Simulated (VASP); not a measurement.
Wanted: the native input for a VASP 6.6.1 run.

| Item | Value |
| --- | --- |
| Task | single point |
| Functional | PBEsol |
| Potentials or basis | VASP PAW PBE potentials, release 64 (Al) |
| Cutoff | 520 eV |
| k mesh | 14 × 14 × 7 |
| Occupations | methfessel-paxton, width 0.05 eV |
| Spin | no spin polarisation |
| Dipole correction | no |
| Further INCAR settings | ALGO = Normal; EDIFF = 1e-06; NBANDS = 10 |

The structure of Al lies in POSCAR:

```
Al
1.0
    2.7950718098      0.0000000000      0.0000000000
   -1.3975359049      2.4206031927      0.0000000000
    0.0000000000      0.0000000000      4.7126690364
Al
2
Direct
    0.6666666667      0.3333333333      0.7500000000
    0.3333333333      0.6666666667      0.2500000000
```

The input as run:

INCAR

```
SYSTEM = Al
PREC = Accurate
ENCUT = 520
EDIFF = 1E-6
ISMEAR = 1
SIGMA = 0.05
LREAL = .False.
LASPH = .True.
NELM = 60
ALGO = Normal
ISIF = 2
LWAVE = .False.
LCHARG = .False.
GGA = PS
NBANDS = 10
```

KPOINTS

```
regular mesh
0
Gamma
  14 14 7
  0 0 0
```

Potentials or basis: VASP PAW PBE potentials, release 64 (Al).

Command:

```console
$ cat potpaw_PBE.64/Al/POTCAR > POTCAR
$ mpirun -np 1 vasp_std > vasp.out
```

Results of the run:

```json
{"Pressure": "2.1 GPa", "Band gap on the k mesh": "zero (band 3 reaches 11.17 eV, above the bottom of band 4 at 5.38 eV)"}
```

Caveat: the PAW data sets were made with another functional, which shifts forces and pressure a little.

Run time: 11 s on 1 thread of Intel(R) Xeon(R) Platinum 8488C (Sapphire Rapids), with other jobs on the host, peak memory 0.16 GiB.
